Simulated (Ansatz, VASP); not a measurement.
One calculation of SiO2, two programs

Contents of POSCAR:

```
SiO2
1.0
    4.1854060762      0.0000000000      0.0000000000
    0.0000000000      4.1854060762      0.0000000000
    0.0000000000      0.0000000000      2.6687449733
Si O
2 4
Direct
    0.5000000000      0.5000000000      0.5000000000
    0.0000000000      0.0000000000      0.0000000000
    0.7023324914      0.6854379114      0.0000000000
    0.2023324914      0.8145620886      0.5000000000
    0.2976675086      0.3145620886      0.0000000000
    0.7976675086      0.1854379114      0.5000000000
```

File INCAR.step1:

```
ALGO     = Normal         # electronic algorithm
EDIFF    = 1E-4           # SCF threshold, eV
ENCUT    = 520            # plane-wave cutoff, eV
GGA      = PE             # functional
ISMEAR   = 0              # smearing method
LASPH    = True           # aspherical terms in the spheres
LCHARG   = False          # write CHGCAR
LREAL    = False          # projectors in reciprocal space
LWAVE    = True           # write WAVECAR
NBANDS   = 25             # bands
NELM     = 60             # most SCF steps
PREC     = Accurate       # precision mode
SIGMA    = 0.05           # smearing width, eV
```

File INCAR.step2:

```
ALGO     = Normal         # electronic algorithm
EDIFF    = 1E-7           # SCF threshold, eV
ENCUT    = 520            # plane-wave cutoff, eV
ISIF     = 2              # what is computed and relaxed
ISMEAR   = 0              # smearing method
ISTART   = 1            
LASPH    = True           # aspherical terms in the spheres
LCHARG   = False          # write CHGCAR
LMIXTAU  = True         
LREAL    = False          # projectors in reciprocal space
LWAVE    = False          # write WAVECAR
METAGGA  = R2SCAN         # meta-GGA
NBANDS   = 25             # bands
NELM     = 60             # most SCF steps
PREC     = Accurate       # precision mode
SIGMA    = 0.05           # smearing width, eV
```

The input KPOINTS:

```
k-points
0
Gamma
  6 6 8
```

Input for Ansatz:

```yaml
crystal:
  lattice:
    - [4.1854060762, 0.0, 0.0]
    - [0.0, 4.1854060762, 0.0]
    - [0.0, 0.0, 2.6687449733]
  atoms:
    - { symbol: Si, position: [0.5, 0.5, 0.5] }
    - { symbol: Si, position: [0.0, 0.0, 0.0] }
    - { symbol: O, position: [0.7023324914, 0.6854379114, 0.0] }
    - { symbol: O, position: [0.2023324914, 0.8145620886, 0.5] }
    - { symbol: O, position: [0.2976675086, 0.3145620886, 0.0] }
    - { symbol: O, position: [0.7976675086, 0.1854379114, 0.5] }
basis:
  ecutwfc: 500
kpoints:
  mp_grid: { grid: [6, 6, 8] }
hamiltonian:
  xc: r2scan
scf:
  occupations: { method: gaussian, width: 0.05 }
output:
  forces: true
  stress: true
  eigenvalues: true
```

Change from the starting cell: mode 4 (232.3 1/cm) frozen in, largest displacement +0.050 Å.

Alike in both runs: task single point; functional r2SCAN; k mesh 6 × 6 × 8; occupations gaussian, width 0.05 eV; no spin polarisation.

|  | VASP | Ansatz |
| --- | --- | --- |
| version | VASP 6.6.1 | Ansatz 0.2.0 |
| potentials or method | VASP PAW PBE potentials, release 64 (Si, O), cutoff 520 eV | scalar-relativistic, plane waves, PAW |
| valence electrons in the cell | 32 | 32 |

Ansatz gave:

- gap on the k mesh at the Fermi level (eV): 6.52
- least direct gap on the mesh (eV): 6.52
- pressure (GPa): -0.2
- traceless stress, the component that is largest in VASP (GPa): -2.53
- rms of the force components (eV/Å): 0.077

Q: Estimate VASP's values.

A: gap on the k mesh at the Fermi level (eV): 6.52; least direct gap on the mesh (eV): 6.52; pressure (GPa): 0.2; traceless stress, the component that is largest in VASP (GPa): -2.82; rms of the force components (eV/Å): 0.077.

VASP's potentials were made for PBE, not for r2SCAN. Atom by atom the forces differ by 0.010 eV/Å (rms over components).
